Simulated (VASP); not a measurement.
## W: single point with PBEsol

The system is W.

```
W
1.0
    -1.57500    1.57500    1.57500
     1.57500   -1.57500    1.57500
     1.57500    1.57500   -1.57500
W
1
Cartesian
  0.0000 0.0000 0.0000
```

```yaml
Program: VASP 6.6.1
Task: single point
Functional: PBEsol
Potentials_or_basis: VASP PAW PBE potentials, release 64 (W_sv)
Cutoff: 500 eV
k_mesh: 8 × 8 × 8
Occupations: gaussian, width 0.1 eV
Spin: no spin polarisation
```

- Pressure: 2.5 GPa
- Band gap on the k mesh: zero (band 7 reaches 16.77 eV, above the bottom of band 8 at 10.22 eV)

Levels at points of the mesh, in eV from the Fermi level:
| k point | band 3 | band 4 | band 5 | band 6 | band 7 | band 8 | band 9 | band 10 | band 11 | band 12 |
| --- | --- | --- | --- | --- | --- | --- | --- | --- | --- | --- |
| (0.00, 0.00, 0.00) | -37.43 | -37.43 | -9.50 | -1.02 | -1.02 | -1.02 | 2.50 | 2.50 | 14.81 | 14.81 |
| (0.50, 0.00, 0.00) | -37.87 | -37.44 | -6.15 | -3.41 | 0.98 | 2.41 | 3.41 | 6.53 | 11.54 | 11.77 |
| (0.50, 0.50, 0.50) | -38.38 | -38.38 | -5.73 | -5.73 | 5.52 | 5.52 | 5.52 | 8.61 | 8.61 | 8.61 |

Wall time 5 s on 1 thread of Intel(R) Xeon(R) Platinum 8488C (Sapphire Rapids), on a shared host, peak memory 0.12 GiB.

Caveat: the PAW data sets were made with another functional, which shifts forces and pressure a little; spin-orbit coupling is left out, which moves the levels of the heavy elements.
